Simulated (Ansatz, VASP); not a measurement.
## One calculation of CuI, two programs

```
Cu I
1.0
     3.84190    0.00000    0.00000
     0.00000    3.84190    0.00000
     0.00000    0.00000    6.22130
Cu I
2 2
Direct
  0.50000 0.50000 0.00000
  0.00000 0.00000 0.00000
  0.50000 0.00000 0.28235
  0.00000 0.50000 0.71765
```

Change from the starting cell: equal strain along all axes, cell held, atoms relaxed: -4.0 %.

Alike in both runs: functional PBEsol; k mesh 8 × 8 × 4; occupations gaussian, width 0.02 eV; no spin polarisation.

Ansatz relaxed the structure, and its values are those at the end. VASP's run is a single point on that final structure, the one shown.

|  | VASP | Ansatz |
| --- | --- | --- |
| version | VASP 6.6.1 | Ansatz 0.2.0 |
| potentials or method | VASP PAW PBE potentials, release 64 (Cu, I), cutoff 520 eV | scalar-relativistic, plane waves, PAW |
| valence electrons in the cell | 36 | 72 |

```tsv
	VASP	Ansatz	Ansatz less VASP
gap on the k mesh at the Fermi level (eV)	1.48	1.47	-0.011
least direct gap on the mesh (eV)	1.48	1.47	-0.011
pressure (GPa)	3.5	3.4	-0.10
rms of the force components (eV/Å)	0.011	0.002	-0.0096
```

VASP's potentials were made for PBE, not for PBEsol. VASP's potentials hold 36 valence electrons a cell and Ansatz's 72, so a difference there can come from the potentials and not from the codes. Ansatz's warnings: stress scf threshold loose.

Neither program's run includes spin-orbit coupling.
